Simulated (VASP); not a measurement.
GaP:

```
Ga P
1.0
     0.00000    2.72525    2.72525
     2.72525    0.00000    2.72525
     2.72525    2.72525    0.00000
Ga P
1 1
Cartesian
  0.0000 0.0000 0.0000
  4.0879 4.0879 4.0879
```

Base run:

- Program: VASP 6.6.1
- Functional: r2SCAN
- Potentials or basis: VASP PAW PBE potentials, release 64 (Ga_d, P)
- Cutoff: 520 eV
- k mesh: 5 × 5 × 5
- Occupations: fermi-dirac, width 0.05 eV
- Spin: no spin polarisation

Its results: band gap on the k mesh 1.85 eV (least direct gap 2.34 eV); pressure 0.1 GPa.

The run is repeated on the same cell with these changes: functional from r2SCAN to r2SCAN-based global hybrid with 10 % exact exchange. What comes out?

Band gap on the k mesh 2.36 eV (least direct gap 2.91 eV); pressure -0.3 GPa.

Caveats: the PAW data sets were made with another functional, which shifts forces and pressure a little; an odd mesh through Γ misses points on the zone boundary, where band edges can lie.
